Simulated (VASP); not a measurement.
Input of a VASP 6.6.1 run:

File INCAR:

```
SYSTEM = BAs
  PREC = Accurate
  ENCUT = 500
  EDIFF = 1E-6
  ISMEAR = 0
  SIGMA = 0.05
  LREAL = .False.
  LASPH = .True.
  NELM = 120
  ALGO = Normal
  ISIF = 2
  LWAVE = .False.
  LCHARG = .False.
  GGA = PE
  NBANDS = 11
  GGA_COMPAT = .False.
```

Contents of KPOINTS:

```
Automatic mesh
0
Gamma
  6 6 6
  0 0 0
```

The input POSCAR:

```
BAs
1.0
    0.0000000000      2.4048378118      2.4048378118
    2.4048378118      0.0000000000      2.4048378118
    2.4048378118      2.4048378118      0.0000000000
B As
1 1
Direct
    0.0000000000      0.0000000000      0.0000000000
    0.2500000000      0.2500000000      0.2500000000
```

Potentials or basis: VASP PAW PBE potentials, release 64 (B, As).

Command:

```console
$ cat potpaw_PBE.64/B/POTCAR potpaw_PBE.64/As/POTCAR > POTCAR
$ mpirun -np 1 vasp_std > vasp.out
```

**Question.** What does it give for the band gap on the k mesh?

**Answer.** 1.29 eV, indirect (least direct gap 3.25 eV).

**Question.** Estimate the pressure.

**Answer.** 0.6 GPa.

A k mesh can miss the band edges. As with any semilocal functional, this PBE gap is likely too small.
